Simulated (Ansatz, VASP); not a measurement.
# TeRu in VASP and in Ansatz

```
Ru Te
1.0
     4.57880    0.00000    0.00000
     0.00000    4.57880    0.00000
     0.00000    0.00000    5.70062
Ru Te
2 2
Cartesian
  0.0000 2.2894 0.0000
  2.2894 0.0000 2.8503
  0.0000 0.0000 1.4252
  0.0000 0.0000 4.2755
```

Alike in both runs: task single point; functional PBEsol; k mesh 4 × 4 × 4; occupations gaussian, width 0.05 eV; collinear spin; Hubbard terms Ru d U = 7.0 eV.

|  | VASP | Ansatz |
| --- | --- | --- |
| version | VASP 6.6.1 | Ansatz 0.2.0 |
| potentials or method | VASP PAW PBE potentials, release 64 (Ru_pv, Te), cutoff 520 eV | scalar-relativistic, plane waves, PAW |
| valence electrons in the cell | 40 | 64 |

Ansatz gave:

```
gap on the k mesh at the Fermi level (eV)                     : none
pressure (GPa)                                                : 6.1
traceless stress, the component that is largest in VASP (GPa) : 10.42
net moment per atom (μB)                                      : 1.21
size of the moment on the site where the two differ most (μB) : 2.02
```

**Question.** What did VASP give for the same quantities?

**Answer.** gap on the k mesh at the Fermi level (eV): none; pressure (GPa): 7.9; traceless stress, the component that is largest in VASP (GPa): 10.08; net moment per atom (μB): 1.32; size of the moment on the site where the two differ most (μB): 2.42.

The net moments are unlike, so the other rows may belong to different states. VASP's potentials were made for PBE, not for PBEsol. Site moments also hang on the region over which each program counts them. The programs project onto different local orbitals, so the same U acts differently, and such runs can settle in different states. A gap of «none» marks a metal or a gap that the smearing closes. VASP's potentials hold 40 valence electrons a cell and Ansatz's 64, so a difference there can come from the potentials and not from the codes. Ansatz's warnings: filled band counts differ across k points.

Neither program's run includes spin-orbit coupling.
